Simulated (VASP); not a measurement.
# Mg (P6/mmm) in VASP: a series of runs

The runs below take Mg through relaxation of shape and atoms at fixed volume, with PBE.

Program: VASP 6.6.1. These are calculated values, not measurements. Logs are shortened: lines on timing, memory, paths and dates and some standing lists are left out, and cuts for length are marked.

**1. The cell of the first run**

Symmetry: P6/mmm, No. 191, hexagonal system. Conventional cell: a = 2.717 Å, b = 2.717 Å, c = 2.733 Å, α = 90.00°, β = 90.00°, γ = 120.00°. Mg (site symmetry 6/mmm) has 8 Mg at 2.72 to 2.73 Å within 3.6 Å.

**2. Relaxation of shape and atoms at fixed volume, PBE**

The input, INCAR:

```
PREC     = Accurate       # precision mode
ENCUT    = 600            # plane-wave cutoff, eV
EDIFF    = 1E-7           # SCF threshold, eV
ISMEAR   = -1             # smearing method
SIGMA    = 0.1            # smearing width, eV
LREAL    = False          # projectors in reciprocal space
LASPH    = True           # aspherical terms in the spheres
NELM     = 80             # most SCF steps
ALGO     = Normal         # electronic algorithm
ISIF     = 4              # what is computed and relaxed
LWAVE    = False          # write WAVECAR
LCHARG   = False          # write CHGCAR
GGA      = PE             # functional
IBRION   = 2              # ionic algorithm
NSW      = 50             # ionic steps
EDIFFG   = -0.005         # ionic threshold
```

The input, KPOINTS:

```
Automatic mesh
0
Gamma
  14 14 13
```

The input, POSCAR:

```
Mg
1.0
    2.7166082247      0.0000000000      0.0000000000
   -1.3583041124      2.3526517347      0.0000000000
    0.0000000000      0.0000000000      2.7328557282
Mg
1
Direct
    0.0000000000      0.0000000000      0.0000000000
```

Potentials or basis: VASP PAW PBE potentials, release 64 (Mg).

The run is started by

```console
$ cat potpaw_PBE.64/Mg/POTCAR > POTCAR
$ mpirun -np 1 vasp_std > vasp.out
```

OUTCAR:

```text
PREC = Accurate
   ENCUT = 600
   EDIFF = 1E-7
   ISMEAR = -1
   LREAL = False
   LASPH = True
   NELM = 80
   ISIF = 4
   GGA = PE
   IBRION = 2
   NSW = 50
   EDIFFG = -0.005

 ion  position               nearest neighbor table
   1  0.000  0.000  0.000-

  LATTYP: Found a hexagonal cell.
 ALAT       =     2.7166082247
 C/A-ratio  =     1.0059808048

  Lattice vectors:

 A1 = (   2.7166082247,   0.0000000000,   0.0000000000)
 A2 = (  -1.3583041124,   2.3526517347,   0.0000000000)
 A3 = (   0.0000000000,   0.0000000000,   2.7328557282)

Analysis of symmetry for initial positions (statically):
=====================================================================
 Subroutine PRICEL returns:
 Original cell was already a primitive cell.

 Routine SETGRP: Setting up the symmetry group for a
 hexagonal supercell.

 Subroutine GETGRP returns: Found 24 space group operations
 (whereof 24 operations were pure point group operations)
 out of a pool of 24 trial point group operations.

The static configuration has the point symmetry D_6h.

Analysis of symmetry for dynamics (positions and initial velocities):
=====================================================================
 Subroutine PRICEL returns:
 Original cell was already a primitive cell.

 Routine SETGRP: Setting up the symmetry group for a
 hexagonal supercell.

 Subroutine GETGRP returns: Found 24 space group operations
 (whereof 24 operations were pure point group operations)
 out of a pool of 24 trial point group operations.

The dynamic configuration has the point symmetry D_6h.

 Subroutine INISYM returns: Found 24 space group operations
 (whereof 24 operations are pure point group operations),
 and found     1 'primitive' translations

----------------------------------------------------------------------------------------

                                     Primitive cell

  volume of cell :      17.4663

  direct lattice vectors                    reciprocal lattice vectors
     2.716608225  0.000000000  0.000000000     0.368106078  0.212526143  0.000000000
    -1.358304112  2.352651735  0.000000000     0.000000000  0.425052287  0.000000000
     0.000000000  0.000000000  2.732855728     0.000000000  0.000000000  0.365917597

  length of vectors
     2.716608225  2.716608225  2.732855728     0.425052287  0.425052287  0.365917597

[... 81 lines left out ...]
   NSW    =     50    number of steps for IOM
   IBRION =      2    ionic relax: 0-MD 1-quasi-New 2-CG
   NFREE  =      1    steps in history (QN), initial steepest desc. (CG)
   ISIF   =      4    stress and relaxation
   ISYM   =      2    0-nonsym 1-usesym 2-fastsym
   POTIM  = 0.5000    time-step for ionic-motion
   TEBEG  =    0.0;   TEEND  =   0.0 temperature during run
   PSTRESS=    0.0 pullay stress
   NELECT =       2.0000    total number of electrons
   NUPDOWN=      -1.0000    fix difference up-down
   EMIN   =  10.00;   EMAX   =-10.00  energy-range for DOS
   EFERMI =   0.00;   METHOD = LEGACY
   ISMEAR =    -1;   SIGMA  =   0.10  broadening in eV -4-tet -1-fermi 0-gaus
   EFERMI_NEDOS =   21; number of points for ismear=-14 and -15
   IALGO  =     38    algorithm
   IMIX   =      4    mixing-type and parameters
     AMIX     =   0.40;   BMIX     =  1.00
     AMIX_MAG =   1.60;   BMIX_MAG =  1.00
  volume/ion in A,a.u.               =      17.47       117.87
  Fermi-wavevector in a.u.,A,eV,Ry     =   0.794971  1.502277  8.598585  0.631978
  Thomas-Fermi vector in A             =   1.901207
   LORBIT       =      0    0 simple, 1 ext, 2 COOP (PROOUT), +10 PAW based schemes
   GGA     = PE    functional components
   LHFCALC =     F    Hartree Fock is set to
   AEXX    =    0.0000 exact exchange contribution
   IVDW    =     0    specifies the selected vdW correction
   LEPSILON=     F    determine dielectric tensor
   LRPA    =     F    only Hartree local field effects (RPA)
 conjugate gradient relaxation of ions
 non-spin polarized calculation
  energy-cutoff  :      600.00
  volume of cell :       17.47
 maximum number of plane-waves:       611
 NGX is ok and might be reduce to    24
   NGX = 11   NGY = 11   NGZ = 11

--------------------------------------- Ionic step        1  -------------------------------------------

 number of electron       2.0000000 magnetization

 Free energy of the ion-electron system (eV)
  ---------------------------------------------------
  ext. energy  EPLUGINS =         0.00000000
  ---------------------------------------------------
  free energy    TOTEN  =        -0.86847397 eV

  energy without entropy =       -0.85513029  energy(sigma->0) =       -0.86180213

------------------------ aborting loop because EDIFF is reached ----------------------------------------

  FORCE on cell =-STRESS in cart. coord.  units (eV):
  Direction    XX          YY          ZZ          XY          YZ          ZX
  --------------------------------------------------------------------------------------
  -------------------------------------------------------------------------------------
  Total        2.8180999      2.8180999      1.6621888     -0.0000000      0.0000000     -0.0000000
  in kB      258.5030140    258.5030140    152.4718131     -0.0000000      0.0000000     -0.0000000
  external PRESSURE =     223.1592804 kB  Pullay stress =       0.0000000 kB
[... 57 lines left out ...]
--------------------------------------- Ionic step        3  -------------------------------------------

 number of electron       2.0000000 magnetization

 Free energy of the ion-electron system (eV)
  ---------------------------------------------------
  ext. energy  EPLUGINS =         0.00000000
  ---------------------------------------------------
  free energy    TOTEN  =        -0.88840614 eV

  energy without entropy =       -0.87489058  energy(sigma->0) =       -0.88164836

 E-fermi :   4.2732     XC(G=0):  -9.3728

 val. band max:        4.2196911051   @ k =   0.3571   0.2143   0.0000
 cond. band min:       4.2864078054   @ k =   0.0714   0.0714   0.3846
 fundamental gap:      0.0667167003
 Fermi energy:         4.2732261167

 k-point     1 :       0.0000    0.0000    0.0000
  band No.  band energies     occupation
      1      -3.9437      2.00000
      2      14.0989      0.00000
      3      16.6849      0.00000
      4      18.5583      0.00000
      5      18.5583      0.00000
[... 177 lines left out ...]
 k-point    24 :       0.3571    0.2857    0.0000
  band No.  band energies     occupation
      1       3.3701      1.99976
      2       4.0883      1.72809
      3       6.2794      0.00000
      4      22.1004      0.00000
      5      22.5689      0.00000

 [... further k-points ...]
[... 5 lines left out ...]
  --------------------------------------------------------------------------------------
  -------------------------------------------------------------------------------------
  Total        2.3177461      2.3177461      2.3180356     -0.0000000     -0.0000000      0.0000000
  in kB      212.6057835    212.6057835    212.6323466     -0.0000000     -0.0000000      0.0000000
  external PRESSURE =     212.6146379 kB  Pullay stress =       0.0000000 kB
[... 16 lines left out ...]
  FREE ENERGIE OF THE ION-ELECTRON SYSTEM (eV)
  ---------------------------------------------------
  free  energy   TOTEN  =        -0.8884061395 eV

  energy  without entropy=       -0.8748905833  energy(sigma->0) =       -0.88164836

 reached required accuracy - stopping structural energy minimisation
```

OSZICAR:

```text
N       E                     dE             d eps       ncg     rms          rms(c)
DAV:   1     0.332497200889E+00    0.33250E+00   -0.92562E+02  1835   0.315E+02
DAV:   2    -0.880293613259E+00   -0.12128E+01   -0.11304E+01  2355   0.197E+01
DAV:   3    -0.886062351759E+00   -0.57687E-02   -0.57586E-02  2180   0.156E+00
[... 16 lines left out ...]
       N       E                     dE             d eps       ncg     rms          rms(c)
DAV:   1    -0.888416134386E+00   -0.14225E-03   -0.79713E-04  2060   0.137E-01    0.166E-02
DAV:   2    -0.888409707671E+00    0.64267E-05   -0.73432E-06  1875   0.179E-02    0.990E-03
DAV:   3    -0.888406148803E+00    0.35589E-05   -0.66251E-06  2035   0.929E-03    0.162E-04
DAV:   4    -0.888406139503E+00    0.93002E-08   -0.92278E-08  1365   0.250E-03
   3 F= -.88840614E+00 E0= -.88164836E+00  d E =-.199322E-01
```

It took 19 s on 1 thread of Intel Xeon Platinum 8259CL at 2.50GHz (Skylake/Cascade Lake), shared host; peak memory 0.15 GiB.

What came out:

| Property | Result |
| --- | --- |
| Free energy | -0.8884 eV |
| Energy gained by relaxing | 19.9 meV/atom |
| Ionic steps | 3 |
| Pressure after relaxing | 21.3 GPa |
| Band gap on the k mesh | zero (band 1 reaches 7.43 eV, above the bottom of band 2 at 2.15 eV) |

Step by step:
| step | energy change (eV) | largest force (eV/Å) | pressure (GPa) | volume (Å³) |
| --- | --- | --- | --- | --- |
| 1 | 0.0000 | 0.0000 | 22.32 | 17.47 |
| 2 | -0.0198 | 0.0000 | 21.21 | 17.47 |
| 3 | -0.0199 | 0.0000 | 21.26 | 17.47 |

Final structure:
```xyz
1
Lattice="2.7642 0.0000 0.0000 -1.3821 2.3938 0.0000 0.0000 0.0000 2.6396" Properties=species:S:1:pos:R:3 pbc="T T T"
Mg   -1.3821    2.3938    2.6396
```

**3. Relaxation of shape and atoms at fixed volume, PBE**

This run uses another cell than the first one, of 20.03 Å³/atom, 1.147 times its volume.

The input, INCAR:

```
ALGO = Normal ; EDIFF = 1E-7
EDIFFG = -0.005 ; ENCUT = 600
GGA = PE ; IBRION = 2
ISIF = 4 ; ISMEAR = -1
LASPH = True ; LCHARG = False
LREAL = False ; LWAVE = False
NELM = 100 ; NSW = 50
PREC = Accurate ; SIGMA = 0.1
```

The input, KPOINTS:

```
k-points
0
Gamma
  14 14 13
```

The input, POSCAR:

```
Mg
1.0
    2.8437335900      0.0000000000      0.0000000000
   -1.4218667950      2.4627455305      0.0000000000
    0.0000000000      0.0000000000      2.8607414054
Mg
1
Direct
    0.0000000000      0.0000000000      0.0000000000
```

Potentials or basis: VASP PAW PBE potentials, release 64 (Mg).

The run is started by

```console
$ cat potpaw_PBE.64/Mg/POTCAR > POTCAR
$ mpirun -np 1 vasp_std > vasp.out
```

OUTCAR:

```text
EDIFF = 1E-7
   EDIFFG = -0.005
   ENCUT = 600
   GGA = PE
   IBRION = 2
   ISIF = 4
   ISMEAR = -1
   LASPH = True
   LREAL = False
   NELM = 100
   NSW = 50
   PREC = Accurate

 ion  position               nearest neighbor table
   1  0.000  0.000  0.000-

  LATTYP: Found a hexagonal cell.
 ALAT       =     2.8437335900
 C/A-ratio  =     1.0059808048

  Lattice vectors:

 A1 = (   2.8437335900,   0.0000000000,   0.0000000000)
 A2 = (  -1.4218667950,   2.4627455305,   0.0000000000)
 A3 = (   0.0000000000,   0.0000000000,   2.8607414054)

Analysis of symmetry for initial positions (statically):
=====================================================================
 Subroutine PRICEL returns:
 Original cell was already a primitive cell.

 Routine SETGRP: Setting up the symmetry group for a
 hexagonal supercell.

 Subroutine GETGRP returns: Found 24 space group operations
 (whereof 24 operations were pure point group operations)
 out of a pool of 24 trial point group operations.

The static configuration has the point symmetry D_6h.

Analysis of symmetry for dynamics (positions and initial velocities):
=====================================================================
 Subroutine PRICEL returns:
 Original cell was already a primitive cell.

 Routine SETGRP: Setting up the symmetry group for a
 hexagonal supercell.

 Subroutine GETGRP returns: Found 24 space group operations
 (whereof 24 operations were pure point group operations)
 out of a pool of 24 trial point group operations.

The dynamic configuration has the point symmetry D_6h.

 Subroutine INISYM returns: Found 24 space group operations
 (whereof 24 operations are pure point group operations),
[... 118 lines left out ...]
   LORBIT       =      0    0 simple, 1 ext, 2 COOP (PROOUT), +10 PAW based schemes
   GGA     = PE    functional components
   LHFCALC =     F    Hartree Fock is set to
   AEXX    =    0.0000 exact exchange contribution
   IVDW    =     0    specifies the selected vdW correction
   LEPSILON=     F    determine dielectric tensor
   LRPA    =     F    only Hartree local field effects (RPA)
 conjugate gradient relaxation of ions
 non-spin polarized calculation
  energy-cutoff  :      600.00
  volume of cell :       20.03
 maximum number of plane-waves:       684
 NGX is ok and might be reduce to    24
   NGX = 11   NGY = 11   NGZ = 11

--------------------------------------- Ionic step        1  -------------------------------------------

 number of electron       2.0000000 magnetization

 Free energy of the ion-electron system (eV)
  ---------------------------------------------------
  ext. energy  EPLUGINS =         0.00000000
  ---------------------------------------------------
  free energy    TOTEN  =        -1.12724596 eV

  energy without entropy =       -1.11291457  energy(sigma->0) =       -1.12008026

------------------------ aborting loop because EDIFF is reached ----------------------------------------

  FORCE on cell =-STRESS in cart. coord.  units (eV):
  Direction    XX          YY          ZZ          XY          YZ          ZX
  --------------------------------------------------------------------------------------
  -------------------------------------------------------------------------------------
  Total        1.5867117      1.5867117      0.9572346      0.0000000      0.0000000     -0.0000000
  in kB      126.8882960    126.8882960     76.5494237      0.0000000      0.0000000     -0.0000000
  external PRESSURE =     110.1086719 kB  Pullay stress =       0.0000000 kB
[... 57 lines left out ...]
--------------------------------------- Ionic step        3  -------------------------------------------

 number of electron       2.0000000 magnetization

 Free energy of the ion-electron system (eV)
  ---------------------------------------------------
  ext. energy  EPLUGINS =         0.00000000
  ---------------------------------------------------
  free energy    TOTEN  =        -1.13486493 eV

  energy without entropy =       -1.11993190  energy(sigma->0) =       -1.12739841

 E-fermi :   3.3919     XC(G=0):  -8.9096

 val. band max:        3.3590769161   @ k =   0.4286   0.1429   0.3077
 cond. band min:       3.4058957444   @ k =   0.3571   0.2143   0.0000
 fundamental gap:      0.0468188283
 Fermi energy:         3.3918937753

 k-point     1 :       0.0000    0.0000    0.0000
  band No.  band energies     occupation
      1      -4.1553      2.00000
      2      12.4723      0.00000
      3      14.2266      0.00000
      4      16.9477      0.00000
      5      16.9477      0.00000
[... 177 lines left out ...]
 k-point    24 :       0.3571    0.2857    0.0000
  band No.  band energies     occupation
      1       2.7151      1.99770
      2       3.3186      1.35089
      3       5.1279      0.00000
      4      19.6718      0.00000
      5      20.5421      0.00000

 [... further k-points ...]

------------------------ aborting loop because EDIFF is reached ----------------------------------------

  FORCE on cell =-STRESS in cart. coord.  units (eV):
  Direction    XX          YY          ZZ          XY          YZ          ZX
  --------------------------------------------------------------------------------------
  -------------------------------------------------------------------------------------
  Total        1.3129735      1.3129735      1.3080230     -0.0000000      0.0000000     -0.0000000
  in kB      104.9976307    104.9976307    104.6017388     -0.0000000      0.0000000     -0.0000000
  external PRESSURE =     104.8656667 kB  Pullay stress =       0.0000000 kB
[... 16 lines left out ...]
  FREE ENERGIE OF THE ION-ELECTRON SYSTEM (eV)
  ---------------------------------------------------
  free  energy   TOTEN  =        -1.1348649327 eV

  energy  without entropy=       -1.1199318962  energy(sigma->0) =       -1.12739841

 reached required accuracy - stopping structural energy minimisation
```

It took 19 s on 1 thread of Intel Xeon Platinum 8259CL at 2.50GHz (Skylake/Cascade Lake), shared host; peak memory 0.15 GiB.

Results:

| Item | Value |
| --- | --- |
| Free energy | -1.1349 eV |
| Energy gained by relaxing | 7.6 meV/atom |
| Ionic steps | 3 |
| Pressure after relaxing | 10.5 GPa |
| Band gap on the k mesh | zero (band 1 reaches 6.28 eV, above the bottom of band 2 at 1.29 eV) |

Step by step:
```tsv
step	energy change (eV)	largest force (eV/Å)	pressure (GPa)	volume (Å³)
1	0.0000	0.0000	11.01	20.03
2	-0.0074	0.0000	10.55	20.03
3	-0.0076	0.0000	10.49	20.03
```

Final structure:
```
Mg
1.0
     2.87823    0.00000    0.00000
    -1.43912    2.49262    0.00000
     0.00000    0.00000    2.79258
Mg
1
Direct
  0.00000 0.00000 0.00000
```

**4. Relaxation of shape and atoms at fixed volume, PBE**

This run uses another cell than the first one, of 22.60 Å³/atom, 1.294 times its volume.

The input, INCAR:

```
SYSTEM = Mg
  PREC = Accurate
  ENCUT = 600
  EDIFF = 1E-6
  ISMEAR = -1
  SIGMA = 0.1
  LREAL = .False.
  LASPH = .True.
  NELM = 100
  ALGO = Normal
  ISIF = 4
  LWAVE = .False.
  LCHARG = .False.
  GGA = PE
  IBRION = 2
  NSW = 50
  EDIFFG = -0.005
```

The input, KPOINTS:

```
regular mesh
0
Gamma
  14 14 13
  0 0 0
```

The input, POSCAR:

```
Mg
1.0
    2.9604081946      0.0000000000      0.0000000000
   -1.4802040973      2.5637887021      0.0000000000
    0.0000000000      0.0000000000      2.9781138181
Mg
1
Direct
    0.0000000000      0.0000000000      0.0000000000
```

The run is started by

```console
$ cat potpaw_PBE.64/Mg/POTCAR > POTCAR
$ mpirun -np 1 vasp_std > vasp.out
```

It took 16 s on 1 thread of Intel Xeon Platinum 8259CL at 2.50GHz (Skylake/Cascade Lake), shared host; peak memory 0.15 GiB.

It converged, with:

```
Free energy               : -1.2482 eV
Energy gained by relaxing : 1.9 meV/atom
Ionic steps               : 3
Pressure after relaxing   : 4.2 GPa
Band gap on the k mesh    : zero (band 1 reaches 5.34 eV, above the bottom of band 2 at 0.67 eV)
```

The path:
```
step  energy change (eV)  largest force (eV/Å)  pressure (GPa)  volume (Å³)
   1              0.0000                0.0000            4.42        22.60
   2             -0.0016                0.0000            4.28        22.60
   3             -0.0019                0.0000            4.21        22.60
```

Final structure:
```cif
data_structure
_symmetry_space_group_name_H-M 'P 1'
_symmetry_Int_Tables_number 1
_cell_length_a 2.9808
_cell_length_b 2.9808
_cell_length_c 2.9376
_cell_angle_alpha 90.000
_cell_angle_beta 90.000
_cell_angle_gamma 120.000
_cell_volume 22.60
loop_
_atom_site_label
_atom_site_type_symbol
_atom_site_fract_x
_atom_site_fract_y
_atom_site_fract_z
_atom_site_occupancy
Mg1 Mg 0.00000 0.00000 0.00000 1
```

Levels at points of the mesh, in eV from the Fermi level:
```csv
k point,band 1,band 2,band 3,band 4
"(0.00, 0.00, 0.00)",-7.00,8.44,9.57,12.95
"(0.50, 0.00, 0.00)",-1.75,-1.21,8.49,9.01
```

**5. Overview**

```tsv
cell	gap on the mesh (eV)	pressure (GPa)
relaxed from a = 2.717, b = 2.717, c = 2.733 Å, angles 90.0, 90.0, 120.0°, 1 atom	none	21.3
relaxed from a = 2.844, b = 2.844, c = 2.861 Å, angles 90.0, 90.0, 120.0°, 1 atom	none	10.5
relaxed from a = 2.960, b = 2.960, c = 2.978 Å, angles 90.0, 90.0, 120.0°, 1 atom	none	4.2
```

Alike in all rows: task relaxation of shape and atoms at fixed volume; level PBE; potentials or basis VASP PAW PBE potentials, release 64 (Mg); no spin polarisation; k mesh 14 × 14 × 13; cutoff (eV) 600; smearing fermi-dirac 0.1 eV.

Total energies depend on the potentials used, so only differences within one code and one set of settings carry meaning.
